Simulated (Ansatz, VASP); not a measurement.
ZnO3 in VASP and in Ansatz

INCAR

```
  PREC = Accurate
  ENCUT = 520
  EDIFF = 1E-6
  ISMEAR = 0
  SIGMA = 0.1
  LREAL = False
  LASPH = True
  NELM = 80
  ALGO = Normal
  ISIF = 2
  LWAVE = False
  LCHARG = False
  GGA = PE
  NBANDS = 23
```

The input KPOINTS:

```
regular mesh
0
Gamma
  6 6 6
```

POSCAR

```
ZnO3
1.0
    3.2983091684      0.0000000000      0.0000000000
    0.0000000000      3.2983091684      0.0000000000
    0.0000000000      0.0000000000      3.2983091684
Zn O
1 3
Direct
    0.0000000000      0.0000000000      0.0000000000
    0.0000000000      0.5000000000      0.5000000000
    0.5000000000      0.0000000000      0.5000000000
    0.5000000000      0.5000000000      0.0000000000
```

Input for Ansatz:

```yaml
crystal:
  lattice:
    - [3.2983091684, 0.0, 0.0]
    - [0.0, 3.2983091684, 0.0]
    - [0.0, 0.0, 3.2983091684]
  atoms:
    - { symbol: Zn, position: [0.0, 0.0, 0.0] }
    - { symbol: O, position: [0.0, 0.5, 0.5] }
    - { symbol: O, position: [0.5, 0.0, 0.5] }
    - { symbol: O, position: [0.5, 0.5, 0.0] }
basis:
  ecutwfc: 420
kpoints:
  mp_grid: { grid: [6, 6, 6] }
hamiltonian:
  xc: pbe
scf:
  occupations: { method: gaussian, width: 0.1 }
  lower_state_search: "off"
output:
  forces: true
  stress: true
  eigenvalues: true
```

Alike in both runs: task single point; functional PBE; k mesh 6 × 6 × 6; occupations gaussian, width 0.1 eV; no spin polarisation.

|  | VASP | Ansatz |
| --- | --- | --- |
| version | VASP 6.6.1 | Ansatz 0.2.0 |
| potentials or method | VASP PAW PBE potentials, release 64 (Zn, O), cutoff 520 eV | scalar-relativistic, plane waves, PAW |
| valence electrons in the cell | 30 | 30 |

```csv
,VASP,Ansatz,Ansatz less VASP
gap on the k mesh at the Fermi level (eV),none,none,-
pressure (GPa),2.1,1.7,-0.35
```

A gap of «none» marks a metal or a gap that the smearing closes.
